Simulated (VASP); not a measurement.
# Ge (Cmmm) in VASP: a series of runs, part 2 of 2

VASP 6.6.1. Earlier steps stand in the parts before.

## (5) Single point, PBEsol (strain +0.030 along x and y, +0.030 along z)

File INCAR:

```
SYSTEM = Ge
  PREC = Accurate
  ENCUT = 520
  EDIFF = 1E-6
  ISMEAR = 0
  SIGMA = 0.15
  LREAL = .False.
  LASPH = .True.
  NELM = 100
  ALGO = Normal
  ISIF = 2
  LWAVE = .False.
  LCHARG = .False.
  GGA = PS
  NBANDS = 13
```

File KPOINTS:

```
Automatic mesh
0
Gamma
  24 24 22
  0 0 0
```

File POSCAR:

```
Ge
1.0
    1.4240837833     -2.5950862784      0.0000000000
    1.4240837833      2.5950862784      0.0000000000
    0.0000000000      0.0000000000      2.7220096156
Ge
1
Direct
    0.5000000000      0.5000000000      0.0000000000
```

Potentials or basis: VASP PAW PBE potentials, release 64 (Ge_d).

Run with:

```bash
cat potpaw_PBE.64/Ge_d/POTCAR > POTCAR
mpirun -np 1 vasp_std > vasp.out
```

OUTCAR:

```text
SYSTEM = Ge
   PREC = Accurate
   ENCUT = 520
   EDIFF = 1E-6
   ISMEAR = 0
   LREAL = .False.
   LASPH = .True.
   NELM = 100
   ISIF = 2
   GGA = PS

 ion  position               nearest neighbor table
   1  0.500  0.500  0.000-

  LATTYP: Found a base centered orthorhombic cell.
 ALAT       =     2.8481675666
 B/A-ratio  =     1.8222848324
 C/A-ratio  =     0.9557055728

  Lattice vectors:

 A1 = (   1.4240837833,  -2.5950862784,   0.0000000000)
 A2 = (   1.4240837833,   2.5950862784,   0.0000000000)
 A3 = (   0.0000000000,   0.0000000000,   2.7220096156)

Analysis of symmetry for initial positions (statically):
=====================================================================
 Subroutine PRICEL returns:
 Original cell was already a primitive cell.

 Routine SETGRP: Setting up the symmetry group for a
 base centered orthorhombic supercell.

 Subroutine GETGRP returns: Found  8 space group operations
 (whereof  8 operations were pure point group operations)
 out of a pool of  8 trial point group operations.

The static configuration has the point symmetry D_2h.

Analysis of symmetry for dynamics (positions and initial velocities):
[... 171 lines left out ...]
      5     -18.6196      2.00000
      6      -6.8497      2.00000
      7      12.3188      0.00000
      8      13.0236      0.00000
      9      14.0086      0.00000
     10      15.8945      0.00000
     11      18.5282      0.00000
     12      20.1356      0.00000
     13      20.3047      0.00000
[... 354 lines left out ...]
  band No.  band energies     occupation
      1     -18.8101      2.00000
      2     -18.7330      2.00000
      3     -18.6688      2.00000
      4     -18.6420      2.00000
      5     -18.6408      2.00000
      6      -2.0840      2.00000
      7       0.7566      2.00000
      8       8.9471      0.00000
      9      13.7937      0.00000
     10      15.9681      0.00000
     11      21.6019      0.00000
     12      22.4064      0.00000
     13      22.4437      0.00000

 [... further k-points ...]

------------------------ aborting loop because EDIFF is reached ----------------------------------------

  FORCE on cell =-STRESS in cart. coord.  units (eV):
  Direction    XX          YY          ZZ          XY          YZ          ZX
  --------------------------------------------------------------------------------------
  -------------------------------------------------------------------------------------
  Total       -0.6093996     -0.7961338     -0.7353298      0.0000000      0.0000000      0.0000000
  in kB      -48.5294895    -63.4000584    -58.5579334      0.0000000      0.0000000      0.0000000
  external PRESSURE =     -56.8291604 kB  Pullay stress =       0.0000000 kB

 VOLUME and BASIS-vectors are now :
 -----------------------------------------------------------------------------
  energy-cutoff  :      520.00
  volume of cell :       20.12
      direct lattice vectors                 reciprocal lattice vectors
     1.424083783 -2.595086278  0.000000000     0.351102938 -0.192671821  0.000000000
     1.424083783  2.595086278  0.000000000     0.351102938  0.192671821  0.000000000
     0.000000000  0.000000000  2.722009616     0.000000000  0.000000000  0.367375631

 POSITION                                       TOTAL-FORCE (eV/Angst)
 -----------------------------------------------------------------------------------
      1.42408      0.00000      0.00000         0.000000     -0.000000      0.000000
 -----------------------------------------------------------------------------------
    total drift:                               -0.000000     -0.000000     -0.000000

  FREE ENERGIE OF THE ION-ELECTRON SYSTEM (eV)
  ---------------------------------------------------
  free  energy   TOTEN  =        -4.7210825005 eV

  energy  without entropy=       -4.7162661048  energy(sigma->0) =       -4.71867430
```

stdout:

```text
POSCAR found type information on POSCAR Ge
 POSCAR found :  1 types and       1 ions
 scaLAPACK will be used
 -----------------------------------------------------------------------------
|                                                                             |
|                                                                             |
|     You enforced a specific xc type in the INCAR file but a different       |
|     I HOPE YOU KNOW WHAT YOU ARE DOING!                                     |
|                                                                             |
 -----------------------------------------------------------------------------

 LDA part: xc-table for (Slater+PW92), standard interpolation
 POSCAR, INCAR and KPOINTS ok, starting setup
 FFT: planning ... GRIDC
 FFT: planning ... GRID_SOFT
 FFT: planning ... GRID
 WAVECAR not read
 entering main loop
```

Wall time 3.3 min (1 thread of Intel Xeon Platinum 8259CL at 2.50GHz (Skylake/Cascade Lake), shared host); peak memory 0.53 GiB.

What came out:

```
Free energy            : -4.7211 eV
Pressure               : -5.7 GPa
Band gap on the k mesh : zero (bands 7 and 8 overlap by 9.77 eV)
```

Stress tensor (GPa, compression positive):
```
-4.85  0.00  0.00
 0.00 -6.34  0.00
 0.00  0.00 -5.86
```

Caveat: the cell differs from its parent crystal (strain +0.030 along x and y, +0.030 along z); the cell stands under tension; the PAW data sets were made with another functional, which shifts forces and pressure a little.

## (6) Overview

| cell | gap on the mesh (eV) | pressure (GPa) |
| --- | --- | --- |
| a = 2.960, b = 2.960, c = 2.643 Å, angles 90.0, 90.0, 122.5°, 1 atom | none | -4.1 |
| a = 2.917, b = 2.917, c = 2.722 Å, angles 90.0, 90.0, 122.5°, 1 atom | none | -4.0 |
| a = 2.960, b = 2.960, c = 2.682 Å, angles 90.0, 90.0, 122.5°, 1 atom | none | -4.9 |
| a = 2.960, b = 2.960, c = 2.722 Å, angles 90.0, 90.0, 122.5°, 1 atom | none | -5.7 |

Alike in all rows: task single point; level PBEsol; potentials or basis VASP PAW PBE potentials, release 64 (Ge_d); no spin polarisation; k mesh 24 × 24 × 22; cutoff (eV) 520; smearing gaussian 0.15 eV.

Caveats: the cell stands under tension; the PAW data sets were made with another functional, which shifts forces and pressure a little.

Absolute energies hang on the potentials; compare differences alone.
